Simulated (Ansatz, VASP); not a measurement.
CdO in VASP and in Ansatz

```
Cd O
1.0
     0.00000    2.34815    2.34815
     2.34815    0.00000    2.34815
     2.34815    2.34815    0.00000
Cd O
1 1
Direct
  0.00000 0.00000 0.00000
  0.50000 0.50000 0.50000
```

Alike in both runs: task single point; functional PBE-based global hybrid with a share of 0.1 of exact exchange; k mesh 6 × 6 × 6; occupations gaussian, width 0.05 eV; no spin polarisation.

```csv
,VASP,Ansatz
version,VASP 6.6.1,Ansatz 0.2.0
potentials or method,"VASP PAW PBE potentials, release 64 (Cd, O), cutoff 520 eV","scalar-relativistic, plane waves, PAW"
valence electrons in the cell,18,26
```

|  | VASP | Ansatz | Ansatz less VASP |
| --- | --- | --- | --- |
| gap on the k mesh at the Fermi level (eV) | 0.34 | 0.35 | +0.009 |
| least direct gap on the mesh (eV) | 1.68 | 1.72 | +0.040 |
| pressure (GPa) | 5.5 | 4.0 | -1.52 |

VASP's potentials were made for PBE, not for PBE-based global hybrid. VASP's potentials hold 18 valence electrons a cell and Ansatz's 26, so a difference there can come from the potentials and not from the codes. Ansatz's warnings: stress exchange threshold loose, stress scf threshold loose.
